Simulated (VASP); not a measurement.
Here is a VASP 6.6.1 calculation.

The input INCAR:

```
SYSTEM = KMgF3
  PREC = Accurate
  ENCUT = 520
  EDIFF = 1E-7
  ISMEAR = 0
  SIGMA = 0.05
  LREAL = .False.
  LASPH = .True.
  NELM = 80
  ALGO = Normal
  ISIF = 2
  LWAVE = .False.
  LCHARG = .True.
  GGA = PE
  LELF = .True.
  LVHAR = .True.
  NBANDS = 24
```

Contents of KPOINTS:

```
Automatic mesh
0
Gamma
  6 6 6
  0 0 0
```

File POSCAR:

```
KMgF3
1.0
    3.8264640000      0.0000000000      0.0000000000
    0.0000000000      3.8264640000      0.0000000000
    0.0000000000      0.0000000000      3.6670280000
K Mg F
1 1 3
Direct
    0.5000000000      0.5000000000      0.5000000000
    0.0000000000      0.0000000000      0.0000000000
    0.5000000000      0.0000000000      0.0000000000
    0.0000000000      0.5000000000      0.0000000000
    0.0000000000      0.0000000000      0.5000000000
```

Potentials or basis: VASP PAW PBE potentials, release 64 (K_sv, Mg, F).

Run with:

```console
$ cat potpaw_PBE.64/K_sv/POTCAR potpaw_PBE.64/Mg/POTCAR potpaw_PBE.64/F/POTCAR > POTCAR
$ mpirun -np 1 vasp_std > vasp.out
```

**Question.** Estimate the band gap on the k mesh.

**Answer.** 8.66 eV (least direct gap 8.98 eV).

**Question.** What does it give for the pressure?

**Answer.** 23.2 GPa.

Stress tensor (GPa, compression positive):
```
20.17  0.00  0.00
 0.00 20.17  0.00
 0.00  0.00 29.40
```

Caveat: the cell differs from its parent crystal (strain -0.040 along x and y, -0.080 along z); the cell stands under pressure. A k mesh can miss the band edges.
